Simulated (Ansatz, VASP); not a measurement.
## Si3N4: VASP beside Ansatz

```
Si N
1.0
     7.61400    0.00000    0.00000
    -3.80700    6.59392    0.00000
     0.00000    0.00000    2.91230
Si N
6 8
Cartesian
  -1.5986 5.0632 0.7281
  2.4299 1.1471 2.1842
  0.2215 2.6779 0.7281
  5.4056 1.5308 2.1842
  1.3771 5.4468 0.7281
  3.5855 3.9160 2.1842
  0.0000 4.3959 0.7281
  3.8070 2.1980 2.1842
  2.3969 0.1972 0.7281
  1.0276 2.1744 2.1842
  6.2447 1.9772 0.7281
  1.4101 6.3967 2.1842
  2.7794 4.4195 0.7281
  -2.4377 4.6168 2.1842
```

Alike in both runs: task electric field gradients; functional r2SCAN; k mesh 4 × 4 × 9; occupations fermi-dirac, width 0.02 eV; no spin polarisation.

|  | VASP | Ansatz |
| --- | --- | --- |
| version | VASP 6.6.1 | Ansatz 0.2.0 |
| potentials or method | VASP PAW PBE potentials, release 64 (Si, N) | plane-wave PAW, scalar-relativistic |
| plane-wave cutoff (eV) | 520 | 500 |
| valence electrons in the cell | 64 | 64 |

|  | VASP | Ansatz | Ansatz less VASP |
| --- | --- | --- | --- |
| gap on the k mesh at the Fermi level (eV) | 4.98 | 4.98 | +0.008 |
| pressure (GPa) | -1.5 | -1.3 | +0.16 |
| traceless stress, the component that is largest in VASP (GPa) | -0.48 | -0.44 | +0.039 |
| rms of the force components (eV/Å) | 0.025 | 0.024 | -0.0001 |
| size of Vzz on the site where it differs most (V/Å²) | 46.8 | 50.0 | +3.13 |

VASP's potentials were made for PBE, not for r2SCAN. Atom by atom the forces differ by 0.001 eV/Å (rms over components).
